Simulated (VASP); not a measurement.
Sn: single point with PBEsol

Sn:

```
Sn
1.0
     0.00000    3.50525    3.50525
     3.50525    0.00000    3.50525
     3.50525    3.50525    0.00000
Sn
2
Direct
  0.50000 0.50000 0.50000
  0.75000 0.75000 0.75000
```

This cell differs from its parent crystal: strain +0.080 along x and y, +0.080 along z.

- Program: VASP 6.6.1
- Task: single point
- Functional: PBEsol
- Potentials or basis: VASP PAW PBE potentials, release 64 (Sn_d)
- Cutoff: 520 eV
- k mesh: 12 × 12 × 12
- Occupations: gaussian, width 0.15 eV
- Spin: no spin polarisation

```
Pressure               : -5.3 GPa
Band gap on the k mesh : zero (bands 14 and 15 overlap by 0.50 eV)
```

Levels at points of the mesh, in eV from the Fermi level:
```csv
k point,band 11,band 12,band 13,band 14,band 15,band 16,band 17,band 18
"(0.00, 0.00, 0.00)",-9.23,-2.11,0.15,0.15,0.15,2.13,2.13,2.13
"(0.50, 0.00, 0.00)",-8.02,-5.63,-0.75,-0.75,-0.35,3.11,3.11,5.59
"(0.50, 0.50, 0.00)",-6.83,-6.83,-1.75,-1.75,0.99,0.99,6.35,6.35
```

Run time: 3.3 min on 1 thread of Intel Xeon 8259CL, with other jobs on the host, peak memory 0.29 GiB.

Caveat: the cell differs from its parent crystal (strain +0.080 along x and y, +0.080 along z); the cell stands under tension; the PAW data sets were made with another functional, which shifts forces and pressure a little; spin-orbit coupling is left out, which moves the levels of the heavy elements.
